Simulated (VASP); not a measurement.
# H17O8F in VASP: notebook

The runs below take H17O8F through single point, with r2SCAN+D3(BJ).

All numbers are computed with VASP 6.6.1; they aren't measurements. Logs are shortened: lines on timing, memory, paths and dates and some standing lists are left out, and cuts for length are marked.

**1. The cell of the first run**

The cell holds a disordered packing, 26 atoms: a = 6.387 Å, b = 6.387 Å, c = 6.387 Å, α = 90.00°, β = 90.00°, γ = 90.00°.

**2. Single point, r2SCAN+D3(BJ)**

File POSCAR:

```
H17O8F
1.0
    6.3868910000      0.0000000000      0.0000000000
    0.0000000000      6.3868910000      0.0000000000
    0.0000000000      0.0000000000      6.3868910000
O H F
8 17 1
Direct
    0.8891650100      0.1275111788      0.3106519275
    0.2134058652      0.9625810116      0.1432778483
    0.2577153736      0.1678124772      0.5944676369
    0.7463568738      0.8993890768      0.8735549111
    0.5315575293      0.2138129491      1.1218134144
    0.7031277033      0.7824464203      0.4980983706
    0.2538167631      0.5725320817      0.8270220989
    0.3670486940      0.5948434066      0.3468197594
    0.7724258955      0.1838140028      0.2301902444
    0.8345688066      0.0004070838      0.3743918598
    0.0873507940      1.0228137602      0.2007392955
    0.1729010249      0.9203695507      0.0052138043
    0.1635537541      0.1953062922      0.4706984979
    0.3950905065      0.2008645521      0.5285513719
    0.6416580461      0.9923451019      0.9610779329
    0.6714064793      0.8304353401      0.7655211276
    0.5199399833      0.3093680478      1.0048237867
    0.3783530986      0.1543787110      1.1286242399
    0.5630282402      0.7327508799      0.4640442431
    0.7948781340      0.6775283937      0.4417485753
    0.2539733338      0.4522701264      0.7334711051
    0.1309400771      0.5461812328      0.9100985127
    0.2990656957      0.7038792427      0.2686596656
    0.4168851480      0.4968927762      0.2389425465
    0.8185829381      0.7266915938     -0.0111478339
    0.8881786146      0.6287096492      0.0951010437
```

File INCAR.step1:

```
PREC = Accurate
ENCUT = 580
ISMEAR = -1
SIGMA = 0.02
LREAL = F
LASPH = T
NELM = 120
NBANDS = 55
GGA = PE
ALGO = Normal
EDIFF = 1E-5
LWAVE = T
LCHARG = F
GGA_COMPAT = F
```

File INCAR.step2:

```
PREC = Accurate
ENCUT = 580
EDIFF = 1E-6
ISMEAR = -1
SIGMA = 0.02
LREAL = F
LASPH = T
NELM = 120
ALGO = Normal
ISIF = 2
LWAVE = F
LCHARG = F
METAGGA = R2SCAN
LMIXTAU = T
IVDW = 12
VDW_S6 = 1.0
VDW_S8 = 0.78981345
VDW_A1 = 0.49484001
VDW_A2 = 5.73083694
NBANDS = 55
ISTART = 1
GGA_COMPAT = F
```

File KPOINTS:

```
Automatic mesh
0
Gamma
  1 1 1
```

Potentials or basis: VASP PAW PBE potentials, release 64 (O, H, F).

On the command line:

```console
cat potpaw_PBE.64/O/POTCAR potpaw_PBE.64/H/POTCAR potpaw_PBE.64/F/POTCAR > POTCAR
cp INCAR.step1 INCAR
mpirun -np 1 vasp_gam > vasp.out
cp INCAR.step2 INCAR
mpirun -np 1 vasp_gam > vasp.out
```

OUTCAR:

```text
PREC = Accurate
   ENCUT = 580
   EDIFF = 1E-6
   ISMEAR = -1
   LREAL = F
   LASPH = T
   NELM = 120
   ISIF = 2
   METAGGA = R2SCAN
   IVDW = 12
   ISTART = 1
 IVDW          = 12

 ion  position               nearest neighbor table
   1  0.889  0.128  0.311-  10 0.97   9 0.97
   2  0.213  0.963  0.143-  12 0.96  11 0.96
   3  0.258  0.168  0.594-  14 1.00  13 1.01
   4  0.746  0.899  0.874-  16 0.95  15 1.05  25 1.40
   5  0.532  0.214  0.122-  17 0.97  18 1.05
   6  0.703  0.782  0.498-  20 0.96  19 0.97
   7  0.254  0.573  0.827-  22 0.96  21 0.97
   8  0.367  0.595  0.347-  23 0.96  24 0.98
   9  0.772  0.184  0.230-   1 0.97
  10  0.835  0.000  0.374-   1 0.97
  11  0.087  0.023  0.201-   2 0.96
  12  0.173  0.920  0.005-   2 0.96
  13  0.164  0.195  0.471-   3 1.01
  14  0.395  0.201  0.529-   3 1.00
[... 8 lines left out ...]
  23  0.299  0.704  0.269-   8 0.96
  24  0.417  0.497  0.239-   8 0.98
  25  0.819  0.727  0.989-  26 1.02   4 1.40
  26  0.888  0.629  0.095-  25 1.02

  LATTYP: Found a simple cubic cell.
 ALAT       =     6.3868910000

  Lattice vectors:

 A1 = (   6.3868910000,   0.0000000000,   0.0000000000)
 A2 = (   0.0000000000,   6.3868910000,   0.0000000000)
 A3 = (   0.0000000000,   0.0000000000,   6.3868910000)

Analysis of symmetry for initial positions (statically):
=====================================================================
 Subroutine PRICEL returns:
 Original cell was already a primitive cell.

 Routine SETGRP: Setting up the symmetry group for a
 simple cubic supercell.

 Subroutine GETGRP returns: Found  1 space group operations
 (whereof  1 operations were pure point group operations)
 out of a pool of 48 trial point group operations.

The static configuration has the point symmetry C_1 .

Analysis of symmetry for dynamics (positions and initial velocities):
=====================================================================
 Subroutine PRICEL returns:
 Original cell was already a primitive cell.

 Routine SETGRP: Setting up the symmetry group for a
 simple cubic supercell.

 Subroutine GETGRP returns: Found  1 space group operations
 (whereof  1 operations were pure point group operations)
 out of a pool of 48 trial point group operations.

The dynamic configuration has the point symmetry C_1 .

 Subroutine INISYM returns: Found  1 space group operations
 (whereof  1 operations are pure point group operations),
 and found     1 'primitive' translations

----------------------------------------------------------------------------------------

                                     Primitive cell

  volume of cell :     260.5365

  direct lattice vectors                    reciprocal lattice vectors
     6.386891000  0.000000000  0.000000000     0.156570701  0.000000000  0.000000000
     0.000000000  6.386891000  0.000000000     0.000000000  0.156570701  0.000000000
     0.000000000  0.000000000  6.386891000     0.000000000  0.000000000  0.156570701

  length of vectors
     6.386891000  6.386891000  6.386891000     0.156570701  0.156570701  0.156570701

  position of ions in fractional coordinates (direct lattice)
     0.889165010  0.127511179  0.310651927
     0.213405865  0.962581012  0.143277848
     0.257715374  0.167812477  0.594467637
     0.746356874  0.899389077  0.873554911
     0.531557529  0.213812949  0.121813414
     0.703127703  0.782446420  0.498098371
[... 18 lines left out ...]
     0.818582938  0.726691594  0.988852166
     0.888178615  0.628709649  0.095101044

  ion indices of the primitive-cell ions
   primitive index   ion index
                 1           1
                 2           2
                 3           3
                 4           4
                 5           5
                 6           6
[... 18 lines left out ...]
                25          25
                26          26

----------------------------------------------------------------------------------------

 KPOINTS: Automatic mesh

Automatic generation of k-mesh.
 Grid dimensions read from file:
 generate k-points for:    1    1    1

 Generating k-lattice:

  Cartesian coordinates                     Fractional coordinates (reciprocal lattice)
     0.156570701  0.000000000  0.000000000     1.000000000  0.000000000  0.000000000
     0.000000000  0.156570701  0.000000000     0.000000000  1.000000000  0.000000000
     0.000000000  0.000000000  0.156570701     0.000000000  0.000000000  1.000000000

  Length of vectors
     0.156570701  0.156570701  0.156570701

  Shift w.r.t. Gamma in fractional coordinates (k-lattice)
     0.000000000  0.000000000  0.000000000

 Subroutine IBZKPT returns following result:
 ===========================================

 Found      1 irreducible k-points:

 Following reciprocal coordinates:
            Coordinates               Weight
  0.000000  0.000000  0.000000      1.000000
   k-points           NKPTS =      1   k-points in BZ     NKDIM =      1   number of bands    NBANDS=     55
   number of dos      NEDOS =    301   number of ions     NIONS =     26
   total plane-waves  NPLWV = 125000
   dimension x,y,z NGX =    50 NGY =   50 NGZ =   50
   dimension x,y,z NGXF=   100 NGYF=  100 NGZF=  100
   ions per type =               8  17   1
   NGX,Y,Z   is equivalent  to a cutoff of  13.01, 13.01, 13.01 a.u.
   NGXF,Y,Z  is equivalent  to a cutoff of  26.03, 26.03, 26.03 a.u.
 SYSTEM =  unknown system
   PREC   = accura    normal or accurate (medium, high low for compatibility)
   ISTART =      1    job   : 0-new  1-cont  2-samecut
   ICHARG =      0    charge: 1-file 2-atom 10-const
   ISPIN  =      1    spin polarized calculation?
   LNONCOLLINEAR =      F non collinear calculations
   LSORBIT =      F    spin-orbit coupling
   LASPH  =      T    aspherical Exc in radial PAW
   ENCUT  =  580.0 eV  42.63 Ry    6.53 a.u.  12.54 12.54 12.54*2*pi/ulx,y,z
   NELM   =    120;   NELMIN=  2; NELMDL=  0     # of ELM steps
   EDIFF  = 0.1E-05   stopping-criterion for ELM
   LREAL  =      F    real-space projection
   EDIFFG = 0.1E-04   stopping-criterion for IOM
   NSW    =      0    number of steps for IOM
   IBRION =     -1    ionic relax: 0-MD 1-quasi-New 2-CG
   NFREE  =      0    steps in history (QN), initial steepest desc. (CG)
   ISIF   =      2    stress and relaxation
   ISYM   =      2    0-nonsym 1-usesym 2-fastsym
   POTIM  = 0.5000    time-step for ionic-motion
   TEBEG  =    0.0;   TEEND  =   0.0 temperature during run
   PSTRESS=    0.0 pullay stress
   NELECT =      72.0000    total number of electrons
   NUPDOWN=      -1.0000    fix difference up-down
   EMIN   =  10.00;   EMAX   =-10.00  energy-range for DOS
   EFERMI =   0.00;   METHOD = LEGACY
   ISMEAR =    -1;   SIGMA  =   0.02  broadening in eV -4-tet -1-fermi 0-gaus
   EFERMI_NEDOS =   21; number of points for ismear=-14 and -15
   IALGO  =     38    algorithm
   IMIX   =      4    mixing-type and parameters
     AMIX     =   0.40;   BMIX     =  1.00
     AMIX_MAG =   1.60;   BMIX_MAG =  1.00
  volume/ion in A,a.u.               =      10.02        67.62
  Fermi-wavevector in a.u.,A,eV,Ry     =   1.066341  2.015093 15.470959  1.137083
  Thomas-Fermi vector in A             =   2.201922
   LORBIT       =      0    0 simple, 1 ext, 2 COOP (PROOUT), +10 PAW based schemes
   METAGGA = R2SCAN    functional components
   LHFCALC =     F    Hartree Fock is set to
   AEXX    =    0.0000 exact exchange contribution
   IVDW    =    12    specifies the selected vdW correction
   LEPSILON=     F    determine dielectric tensor
   LRPA    =     F    only Hartree local field effects (RPA)
 non-spin polarized calculation
  energy-cutoff  :      580.00
  volume of cell :      260.54
 maximum number of plane-waves:      4145
 NGX is ok and might be reduce to    50
   NGX = 25   NGY = 25   NGZ = 25

 number of electron      71.9999998 magnetization

 Free energy of the ion-electron system (eV)
  ---------------------------------------------------
  ext. energy  EPLUGINS =         0.00000000
  ---------------------------------------------------
  free energy    TOTEN  =      -135.61781520 eV

  energy without entropy =     -135.61781520  energy(sigma->0) =     -135.61781520

 E-fermi :  -3.6320     XC(G=0):  -7.1112

 val. band max:       -4.1720400018   @ k =   0.0000   0.0000   0.0000
 cond. band min:       1.1770921465   @ k =   0.0000   0.0000   0.0000
 fundamental gap:      5.3491321483
 Fermi energy:        -3.6319673267

 k-point     1 :       0.0000    0.0000    0.0000
  band No.  band energies     occupation
      1     -27.0026      2.00000
      2     -24.6083      2.00000
      3     -24.0221      2.00000
      4     -23.9550      2.00000
      5     -23.6448      2.00000
      6     -23.5220      2.00000
[... 40 lines left out ...]
     47       7.2898      0.00000
     48       7.4403      0.00000
 [bands above 48 left out]

------------------------ aborting loop because EDIFF is reached ----------------------------------------

 Edisp (eV)   -0.42655

 E8    (eV) :    -0.0611

  FORCE on cell =-STRESS in cart. coord.  units (eV):
  Direction    XX          YY          ZZ          XY          YZ          ZX
  --------------------------------------------------------------------------------------
  -------------------------------------------------------------------------------------
  Total      -1.48346    -1.87449     0.86330     0.75086     0.62970     1.36635
  in kB      -9.12261   -11.52721     5.30890     4.61746     3.87233     8.40243
  external pressure =       -5.11 kB  Pullay stress =        0.00 kB

 VOLUME and BASIS-vectors are now :
 -----------------------------------------------------------------------------
  energy-cutoff  :      580.00
  volume of cell :      260.54
      direct lattice vectors                 reciprocal lattice vectors
     6.386891000  0.000000000  0.000000000     0.156570701  0.000000000  0.000000000
     0.000000000  6.386891000  0.000000000     0.000000000  0.156570701  0.000000000
     0.000000000  0.000000000  6.386891000     0.000000000  0.000000000  0.156570701

 POSITION                                       TOTAL-FORCE (eV/Angst)
 -----------------------------------------------------------------------------------
      5.67900      0.81440      1.98410         0.473968      0.190602      0.177480
      1.36300      6.14790      0.91510         1.320539     -0.234234     -0.350248
      1.64600      1.07180      3.79680         0.470282      0.870386     -2.068676
      4.76690      5.74430      5.57930        -1.102410      1.907979      3.119782
      3.39500      1.36560      0.77801        -1.970753     -0.011164     -0.581718
      4.49080      4.99740      3.18130         0.235602      0.309113      0.228067
[... 18 lines left out ...]
      5.22820      4.64130      6.31569         0.239768      0.442974      0.665239
      5.67270      4.01550      0.60740        -0.099996     -0.305935     -0.385290
 -----------------------------------------------------------------------------------
    total drift:                               -0.001185     -0.000345     -0.002272

  FREE ENERGIE OF THE ION-ELECTRON SYSTEM (eV)
  ---------------------------------------------------
  free  energy   TOTEN  =      -136.0443623555 eV

  energy  without entropy=     -136.0443623555  energy(sigma->0) =     -136.04436236
```

It took 4.8 min on 1 thread of Intel Xeon 8259CL, shared host; peak memory 0.36 GiB.

What came out:

- Free energy: -136.0444 eV
- Pressure: -0.5 GPa
- Largest force: 3.820 eV/Å
- Dispersion energy per atom: -0.016 eV

Forces on the atoms (eV/Å):
```
O    0.474  0.191  0.177
O    1.321 -0.234 -0.350
O    0.470  0.870 -2.069
O   -1.102  1.908  3.120
O   -1.971 -0.011 -0.582
O    0.236  0.309  0.228
O    0.229 -0.403  0.096
O    0.407 -1.017 -0.363
H    0.046  0.008  0.094
H   -0.442 -0.167  0.368
H   -1.311  0.534  0.529
H    0.018 -0.269 -0.655
H    0.388 -0.306  1.529
H   -0.896 -0.372  0.709
H    1.730 -1.523 -1.302
H   -0.511 -0.243 -1.517
H    0.252  0.283 -0.179
H    1.593 -0.384  0.121
H   -0.418 -0.411 -0.558
H    0.197 -0.290 -0.223
H    0.080  0.067 -0.276
H   -0.377  0.199  0.438
H   -0.460  0.678 -0.297
H   -0.092  0.446  0.679
H    0.240  0.443  0.665
F   -0.100 -0.306 -0.385
```

Caveat: the k points lie up to 0.98 Å⁻¹ apart; the atoms stand as in a frame of molecular dynamics; the PAW data sets were made with another functional, which shifts forces and pressure a little.

[end of part 1 of 2]
